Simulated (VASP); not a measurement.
# Al27N26 (a cell with a defect) in VASP: notebook

The runs below take Al27N26 (a cell with a defect) through relaxation of the atoms, with PBE.

All numbers are computed with VASP 6.6.1; they aren't measurements. Logs are shortened: lines on timing, memory, paths and dates and some standing lists are left out, and cuts for length are marked.

## Step 1: The cell of the first run

The cell holds a defect, 53 atoms: a = 9.341 Å, b = 9.341 Å, c = 9.341 Å, α = 60.00°, β = 60.00°, γ = 60.00°.

## Step 2: Relaxation of the atoms, PBE (atoms taken out)

The input, INCAR:

```
PREC = Accurate
ENCUT = 520
EDIFF = 1E-7
ISMEAR = 0
SIGMA = 0.01
LREAL = Auto
LASPH = T
NELM = 120
ALGO = Normal
ISIF = 2
LWAVE = F
LCHARG = F
GGA = PE
IBRION = 2
NSW = 65
EDIFFG = -0.025
NELECT = 210.0
GGA_COMPAT = F
NELMIN = 4
```

The input, KPOINTS:

```
regular mesh
0
Gamma
  1 1 1
```

The input, POSCAR:

```
Al27N26
1.0
    6.6047613005      0.0000000000      6.6047613005
    6.6047613005      6.6047613005      0.0000000000
    0.0000000000      6.6047613005      6.6047613005
Al N
27 26
Direct
    0.3336454808      0.3336454808     -0.0009364423
    0.3341413790      0.6663673507     -0.0002543648
    0.3341413790     -0.0002543648     -0.0002543648
    0.6663673507      0.3341413790     -0.0002543648
    0.6667045408      0.6667045408     -0.0001136225
    0.6663673507     -0.0002543648     -0.0002543648
   -0.0002543648      0.3341413790     -0.0002543648
   -0.0002543648      0.6663673507     -0.0002543648
    0.0000000000      0.0000000000      0.0000000000
    0.3336454808      0.3336454808      0.3336454808
    0.3337928953      0.6662071047      0.3337928953
    0.3336454808     -0.0009364423      0.3336454808
    0.6662071047      0.3337928953      0.3337928953
    0.6662071047      0.6662071047      0.3337928953
    0.6663673507     -0.0002543648      0.3341413790
   -0.0009364423      0.3336454808      0.3336454808
   -0.0002543648      0.6663673507      0.3341413790
   -0.0002543648     -0.0002543648      0.3341413790
    0.3337928953      0.3337928953      0.6662071047
    0.3337928953      0.6662071047      0.6662071047
    0.3341413790     -0.0002543648      0.6663673507
    0.6662071047      0.3337928953      0.6662071047
    0.6667045408      0.6667045408      0.6667045408
    0.6667045408     -0.0001136225      0.6667045408
   -0.0002543648      0.3341413790      0.6663673507
   -0.0001136225      0.6667045408      0.6667045408
   -0.0002543648     -0.0002543648      0.6663673507
    0.2498072626      0.5839824232      0.2498072626
    0.2498072626      0.9164030516      0.2498072626
    0.5839824232      0.2498072626      0.2498072626
    0.5833291527      0.5833291527      0.2500125419
    0.5839824232      0.9164030516      0.2498072626
    0.9164030516      0.2498072626      0.2498072626
    0.9164030516      0.5839824232      0.2498072626
    0.9165880659      0.9165880659      0.2502358024
    0.2498072626      0.2498072626      0.5839824232
    0.2500125419      0.5833291527      0.5833291527
    0.2498072626      0.9164030516      0.5839824232
    0.5833291527      0.2500125419      0.5833291527
    0.5833291527      0.5833291527      0.5833291527
    0.5836820532      0.9163179468      0.5836820532
    0.9164030516      0.2498072626      0.5839824232
    0.9163179468      0.5836820532      0.5836820532
    0.9163179468      0.9163179468      0.5836820532
    0.2498072626      0.2498072626      0.9164030516
    0.2498072626      0.5839824232      0.9164030516
    0.2502358024      0.9165880659      0.9165880659
    0.5839824232      0.2498072626      0.9164030516
    0.5836820532      0.5836820532      0.9163179468
    0.5836820532      0.9163179468      0.9163179468
    0.9165880659      0.2502358024      0.9165880659
    0.9163179468      0.5836820532      0.9163179468
    0.9165880659      0.9165880659      0.9165880659
```

Potentials or basis: VASP PAW PBE potentials, release 64 (Al, N).

The run is started by

```sh
> cat potpaw_PBE.64/Al/POTCAR potpaw_PBE.64/N/POTCAR > POTCAR
> mpirun -np 1 vasp_gam > vasp.out
```

OUTCAR:

```text
PREC = Accurate
   ENCUT = 520
   EDIFF = 1E-7
   ISMEAR = 0
   LREAL = Auto
   LASPH = T
   NELM = 120
   ISIF = 2
   GGA = PE
   IBRION = 2
   NSW = 65
   EDIFFG = -0.025
   NELECT = 210.0
   NELMIN = 4

 ion  position               nearest neighbor table
   1  0.334  0.334  0.999-  46 1.91  48 1.91  45 1.91  22 3.11  20 3.11  19 3.11   2 3.11   3 3.11
                             4 3.11   6 3.11   7 3.11   8 3.11  10 3.13  12 3.13  16 3.13
   2  0.334  0.666  1.000-  49 1.90  28 1.91  46 1.91  47 1.91   4 3.10   5 3.11  23 3.11  10 3.11
                             1 3.11  21 3.11   3 3.11  11 3.12  20 3.12   9 3.12  17 3.12   8 3.12
   3  0.334  1.000  1.000-  50 1.90  45 1.91  29 1.91  47 1.91   6 3.10   5 3.11  24 3.11  12 3.11
                             1 3.11  21 3.11   2 3.11  11 3.12  19 3.12   9 3.12  18 3.12   7 3.12
   4  0.666  0.334  1.000-  49 1.90  30 1.91  48 1.91  51 1.91   2 3.10   5 3.11  23 3.11  10 3.11
                             1 3.11   7 3.11  25 3.11  13 3.12  22 3.12   9 3.12  15 3.12   6 3.12
   5  0.667  0.667  1.000-  49 1.90  50 1.90  52 1.90  31 1.91   2 3.11   4 3.11   3 3.11   7 3.11
                             6 3.11   8 3.11  24 3.11  26 3.11  23 3.11  13 3.11  11 3.11  14 3.11
   6  0.666  1.000  1.000-  50 1.90  48 1.91  32 1.91  53 1.91   3 3.10   5 3.11  24 3.11  12 3.11
                             1 3.11   8 3.11  27 3.11  14 3.12  22 3.12   9 3.12  15 3.12   4 3.12
   7  1.000  0.334  1.000-  52 1.90  45 1.91  33 1.91  51 1.91   8 3.10   5 3.11  26 3.11  16 3.11
                             1 3.11  25 3.11   4 3.11  13 3.12  19 3.12   9 3.12  18 3.12   3 3.12
   8  1.000  0.666  1.000-  52 1.90  46 1.91  34 1.91  53 1.91   7 3.10   5 3.11  26 3.11  16 3.11
                             1 3.11   6 3.11  27 3.11  14 3.12  20 3.12   9 3.12  17 3.12   2 3.12
   9  0.000  0.000  0.000-  53 1.91  47 1.91  51 1.91  35 1.91   8 3.12  27 3.12   6 3.12  25 3.12
[... 61 lines left out ...]
  52  0.916  0.584  0.916-   7 1.90   8 1.90   5 1.90  26 1.90
  53  0.917  0.917  0.917-   6 1.91  27 1.91   8 1.91   9 1.91

  LATTYP: Found a face centered cubic cell.
 ALAT       =    13.2095226010

  Lattice vectors:

 A1 = (   6.6047613005,   0.0000000000,   6.6047613005)
 A2 = (   6.6047613005,   6.6047613005,   0.0000000000)
 A3 = (   0.0000000000,   6.6047613005,   6.6047613005)

Analysis of symmetry for initial positions (statically):
=====================================================================
 Subroutine PRICEL returns:
 Original cell was already a primitive cell.

 Routine SETGRP: Setting up the symmetry group for a
 face centered cubic supercell.

 Subroutine GETGRP returns: Found 24 space group operations
 (whereof 24 operations were pure point group operations)
 out of a pool of 48 trial point group operations.

The static configuration has the point symmetry T_d .

Analysis of symmetry for dynamics (positions and initial velocities):
=====================================================================
 Subroutine PRICEL returns:
 Original cell was already a primitive cell.

 Routine SETGRP: Setting up the symmetry group for a
 face centered cubic supercell.

 Subroutine GETGRP returns: Found 24 space group operations
 (whereof 24 operations were pure point group operations)
 out of a pool of 48 trial point group operations.

The dynamic configuration has the point symmetry T_d .

 Subroutine INISYM returns: Found 24 space group operations
 (whereof 24 operations are pure point group operations),
 and found     1 'primitive' translations

----------------------------------------------------------------------------------------

                                     Primitive cell

  volume of cell :     576.2373

  direct lattice vectors                    reciprocal lattice vectors
     6.604761300  0.000000000  6.604761300     0.075702963 -0.075702963  0.075702963
     6.604761300  6.604761300  0.000000000     0.075702963  0.075702963 -0.075702963
     0.000000000  6.604761300  6.604761300    -0.075702963  0.075702963  0.075702963

  length of vectors
     9.340543007  9.340543007  9.340543007     0.131121378  0.131121378  0.131121378

  position of ions in fractional coordinates (direct lattice)
     0.333645481  0.333645481  0.999063558
     0.334141379  0.666367351  0.999745635
     0.334141379  0.999745635  0.999745635
     0.666367351  0.334141379  0.999745635
     0.666704541  0.666704541  0.999886377
     0.666367351  0.999745635  0.999745635
[... 45 lines left out ...]
     0.916317947  0.583682053  0.916317947
     0.916588066  0.916588066  0.916588066

  ion indices of the primitive-cell ions
   primitive index   ion index
                 1           1
                 2           2
                 3           3
                 4           4
                 5           5
                 6           6
[... 45 lines left out ...]
                52          52
                53          53

----------------------------------------------------------------------------------------

 KPOINTS: regular mesh

Automatic generation of k-mesh.
 Grid dimensions read from file:
 generate k-points for:    1    1    1

 Generating k-lattice:

  Cartesian coordinates                     Fractional coordinates (reciprocal lattice)
     0.075702963 -0.075702963  0.075702963     1.000000000  0.000000000  0.000000000
     0.075702963  0.075702963 -0.075702963     0.000000000  1.000000000  0.000000000
    -0.075702963  0.075702963  0.075702963     0.000000000  0.000000000  1.000000000

  Length of vectors
     0.131121378  0.131121378  0.131121378

  Shift w.r.t. Gamma in fractional coordinates (k-lattice)
     0.000000000  0.000000000  0.000000000

 Subroutine IBZKPT returns following result:
 ===========================================

 Found      1 irreducible k-points:

 Following reciprocal coordinates:
            Coordinates               Weight
  0.000000  0.000000  0.000000      1.000000
   k-points           NKPTS =      1   k-points in BZ     NKDIM =      1   number of bands    NBANDS=    132
   number of dos      NEDOS =    301   number of ions     NIONS =     53
   total plane-waves  NPLWV = 343000
   dimension x,y,z NGX =    70 NGY =   70 NGZ =   70
   dimension x,y,z NGXF=   140 NGYF=  140 NGZF=  140
   ions per type =              27  26
   NGX,Y,Z   is equivalent  to a cutoff of  12.46, 12.46, 12.46 a.u.
   NGXF,Y,Z  is equivalent  to a cutoff of  24.92, 24.92, 24.92 a.u.
 SYSTEM =  unknown system
   PREC   = accura    normal or accurate (medium, high low for compatibility)
   ISTART =      0    job   : 0-new  1-cont  2-samecut
   ICHARG =      2    charge: 1-file 2-atom 10-const
   ISPIN  =      1    spin polarized calculation?
   LNONCOLLINEAR =      F non collinear calculations
   LSORBIT =      F    spin-orbit coupling
   LASPH  =      T    aspherical Exc in radial PAW
   ENCUT  =  520.0 eV  38.22 Ry    6.18 a.u.  17.37 17.37 17.37*2*pi/ulx,y,z
   NELM   =    120;   NELMIN=  4; NELMDL= -5     # of ELM steps
   EDIFF  = 0.1E-06   stopping-criterion for ELM
   LREAL  =      T    real-space projection
   EDIFFG = -.3E-01   stopping-criterion for IOM
   NSW    =     65    number of steps for IOM
   IBRION =      2    ionic relax: 0-MD 1-quasi-New 2-CG
   NFREE  =      1    steps in history (QN), initial steepest desc. (CG)
   ISIF   =      2    stress and relaxation
   ISYM   =      2    0-nonsym 1-usesym 2-fastsym
   POTIM  = 0.5000    time-step for ionic-motion
   TEBEG  =    0.0;   TEEND  =   0.0 temperature during run
   PSTRESS=    0.0 pullay stress
   NELECT =     210.0000    total number of electrons
   NUPDOWN=      -1.0000    fix difference up-down
   EMIN   =  10.00;   EMAX   =-10.00  energy-range for DOS
   EFERMI =   0.00;   METHOD = LEGACY
   ISMEAR =     0;   SIGMA  =   0.01  broadening in eV -4-tet -1-fermi 0-gaus
   EFERMI_NEDOS =   21; number of points for ismear=-14 and -15
   IALGO  =     38    algorithm
   IMIX   =      4    mixing-type and parameters
     AMIX     =   0.40;   BMIX     =  1.00
     AMIX_MAG =   1.60;   BMIX_MAG =  1.00
  volume/ion in A,a.u.               =      10.87        73.37
  Fermi-wavevector in a.u.,A,eV,Ry     =   1.169358  2.209766 18.604579  1.367398
  Thomas-Fermi vector in A             =   2.305832
   LORBIT       =      0    0 simple, 1 ext, 2 COOP (PROOUT), +10 PAW based schemes
   GGA     = PE    functional components
   LHFCALC =     F    Hartree Fock is set to
   AEXX    =    0.0000 exact exchange contribution
   IVDW    =     0    specifies the selected vdW correction
   LEPSILON=     F    determine dielectric tensor
   LRPA    =     F    only Hartree local field effects (RPA)
 conjugate gradient relaxation of ions
 non-spin polarized calculation
 Gauss-broadening in eV      SIGMA  =   0.01
  energy-cutoff  :      520.00
  volume of cell :      576.24
 maximum number of plane-waves:      7797
 NGX is ok and might be reduce to    70
   NGX = 35   NGY = 35   NGZ = 35

--------------------------------------- Ionic step        1  -------------------------------------------

 number of electron     210.0000001 magnetization

 Free energy of the ion-electron system (eV)
  ---------------------------------------------------
  ext. energy  EPLUGINS =         0.00000000
  ---------------------------------------------------
  free energy    TOTEN  =      -391.86829087 eV

  energy without entropy =     -391.86829087  energy(sigma->0) =     -391.86829087

------------------------ aborting loop because EDIFF is reached ----------------------------------------

  FORCE on cell =-STRESS in cart. coord.  units (eV):
  Direction    XX          YY          ZZ          XY          YZ          ZX
  --------------------------------------------------------------------------------------
  -------------------------------------------------------------------------------------
  Total      -11.5549609    -11.5549609    -11.5549609      0.0000000     -0.0000000      0.0000000
  in kB      -32.1275560    -32.1275560    -32.1275560      0.0000000     -0.0000000      0.0000000
  external PRESSURE =     -32.1275560 kB  Pullay stress =       0.0000000 kB
[... 596 lines left out ...]
--------------------------------------- Ionic step        8  -------------------------------------------

 number of electron     209.9999999 magnetization

 Free energy of the ion-electron system (eV)
  ---------------------------------------------------
  ext. energy  EPLUGINS =         0.00000000
  ---------------------------------------------------
  free energy    TOTEN  =      -392.05186729 eV

  energy without entropy =     -392.05186729  energy(sigma->0) =     -392.05186729

 E-fermi :   5.8555     XC(G=0): -10.7200

 val. band max:        5.7397539209   @ k =   0.0000   0.0000   0.0000
 cond. band min:       9.9081349145   @ k =   0.0000   0.0000   0.0000
 fundamental gap:      4.1683809936
 Fermi energy:         5.8555230068

 k-point     1 :       0.0000    0.0000    0.0000
  band No.  band energies     occupation
      1      -9.0568      2.00000
      2      -7.8106      2.00000
      3      -7.8106      2.00000
      4      -7.8106      2.00000
      5      -7.7716      2.00000
      6      -7.7716      2.00000
[... 109 lines left out ...]
    116      11.6866      0.00000
    117      11.6866      0.00000
 [bands above 117 left out]

------------------------ aborting loop because EDIFF is reached ----------------------------------------

  FORCE on cell =-STRESS in cart. coord.  units (eV):
  Direction    XX          YY          ZZ          XY          YZ          ZX
  --------------------------------------------------------------------------------------
  -------------------------------------------------------------------------------------
  Total       -9.8790495     -9.8790495     -9.8790495     -0.0000000     -0.0000000     -0.0000000
  in kB      -27.4678310    -27.4678310    -27.4678310     -0.0000000     -0.0000000     -0.0000000
  external PRESSURE =     -27.4678310 kB  Pullay stress =       0.0000000 kB
[... 68 lines left out ...]
  FREE ENERGIE OF THE ION-ELECTRON SYSTEM (eV)
  ---------------------------------------------------
  free  energy   TOTEN  =      -392.0518672920 eV

  energy  without entropy=     -392.0518672920  energy(sigma->0) =     -392.05186729

 reached required accuracy - stopping structural energy minimisation
```

Wall time 19 min (1 thread of Intel Xeon Platinum 8375C at 2.90GHz (Ice Lake), shared host); peak memory 0.75 GiB.

What came out:

```yaml
Free_energy: -392.0519 eV
Energy_gained_by_relaxing: 3.5 meV/atom
Ionic_steps: 8
Largest_force_after_relaxing: 0.019 eV/Å
```

Forces in eV/Å, atoms in the order of the input:
```
Al   0.001 -0.001 -0.001
Al   0.002 -0.008  0.008
Al   0.008 -0.002  0.008
Al   0.002  0.008 -0.008
Al   0.011 -0.011 -0.011
Al  -0.008 -0.002 -0.008
Al   0.008  0.008 -0.002
Al  -0.008 -0.008 -0.002
Al   0.000  0.000  0.000
Al   0.001  0.001  0.001
Al   0.000  0.000 -0.003
Al  -0.001 -0.001  0.001
Al   0.000 -0.003  0.000
Al   0.003  0.000  0.000
Al  -0.008  0.008  0.002
Al  -0.001  0.001 -0.001
Al  -0.008  0.002  0.008
Al  -0.002  0.008  0.008
Al  -0.003  0.000  0.000
Al   0.000  0.003  0.000
Al   0.008 -0.008  0.002
Al   0.000  0.000  0.003
Al   0.011  0.011  0.011
Al  -0.011 -0.011  0.011
Al   0.008  0.002 -0.008
Al  -0.011  0.011 -0.011
Al  -0.002 -0.008 -0.008
N    0.000  0.000  0.003
N    0.000  0.000  0.003
N    0.000  0.003  0.000
N   -0.011  0.011  0.011
N   -0.003  0.000  0.000
N    0.000  0.003  0.000
N   -0.003  0.000  0.000
N    0.010 -0.010 -0.010
N    0.003  0.000  0.000
N    0.011 -0.011  0.011
N    0.000 -0.003  0.000
N    0.011  0.011 -0.011
N   -0.011 -0.011 -0.011
N    0.000  0.000 -0.004
N    0.000  0.000 -0.003
N    0.000 -0.004  0.000
N    0.004  0.000  0.000
N    0.003  0.000  0.000
N    0.000 -0.003  0.000
N   -0.010  0.010 -0.010
N    0.000  0.000 -0.003
N   -0.004  0.000  0.000
N    0.000  0.004  0.000
N   -0.010 -0.010  0.010
N    0.000  0.000  0.004
N    0.010  0.010  0.010
```

The path:
```tsv
step	energy change (eV)	largest force (eV/Å)	pressure (GPa)
1	0.0000	1.0569	-3.21
2	-0.1117	0.4091	-2.76
3	-0.1560	0.3119	-2.96
4	-0.1789	0.0957	-2.82
5	-0.1801	0.0679	-2.79
6	-0.1832	0.0318	-2.76
7	-0.1832	0.0332	-2.76
8	-0.1836	0.0188	-2.75
```

Final structure:
```
Al N
1.0
     6.60476    0.00000    6.60476
     6.60476    6.60476    0.00000
     0.00000    6.60476    6.60476
Al N
27 26
Direct
  0.33638 0.33638 0.99087
  0.33427 0.66746 0.99913
  0.33427 0.99913 0.99913
  0.66746 0.33427 0.99913
  0.66683 0.66683 0.99950
  0.66746 0.99913 0.99913
  0.99913 0.33427 0.99913
  0.99913 0.66746 0.99913
  0.00000 0.00000 0.00000
  0.33638 0.33638 0.33638
  0.33403 0.66597 0.33403
  0.33638 0.99087 0.33638
  0.66597 0.33403 0.33403
  0.66597 0.66597 0.33403
  0.66746 0.99913 0.33427
  0.99087 0.33638 0.33638
  0.99913 0.66746 0.33427
  0.99913 0.99913 0.33427
  0.33403 0.33403 0.66597
  0.33403 0.66597 0.66597
  0.33427 0.99913 0.66746
  0.66597 0.33403 0.66597
  0.66683 0.66683 0.66683
  0.66683 0.99950 0.66683
  0.99913 0.33427 0.66746
  0.99950 0.66683 0.66683
  0.99913 0.99913 0.66746
  0.24947 0.58345 0.24947
  0.24947 0.91762 0.24947
  0.58345 0.24947 0.24947
  0.58335 0.58335 0.24994
  0.58345 0.91762 0.24947
  0.91762 0.24947 0.24947
  0.91762 0.58345 0.24947
  0.91666 0.91666 0.25002
  0.24947 0.24947 0.58345
  0.24994 0.58335 0.58335
  0.24947 0.91762 0.58345
  0.58335 0.24994 0.58335
  0.58335 0.58335 0.58335
  0.58330 0.91670 0.58330
  0.91762 0.24947 0.58345
  0.91670 0.58330 0.58330
  0.91670 0.91670 0.58330
  0.24947 0.24947 0.91762
  0.24947 0.58345 0.91762
  0.25002 0.91666 0.91666
  0.58345 0.24947 0.91762
  0.58330 0.58330 0.91670
  0.58330 0.91670 0.91670
  0.91666 0.25002 0.91666
  0.91670 0.58330 0.91670
  0.91666 0.91666 0.91666
```

Caveat: the k points lie up to 0.82 Å⁻¹ apart, too coarse for converged energies, forces and pressures; the cell carries a net charge on a neutralising background, which shifts energy and pressure; the cell differs from its parent crystal (atoms taken out); the cell is charged against a uniform background, so pressure and absolute levels hang on convention.

(Continued in part 2 of 2.)
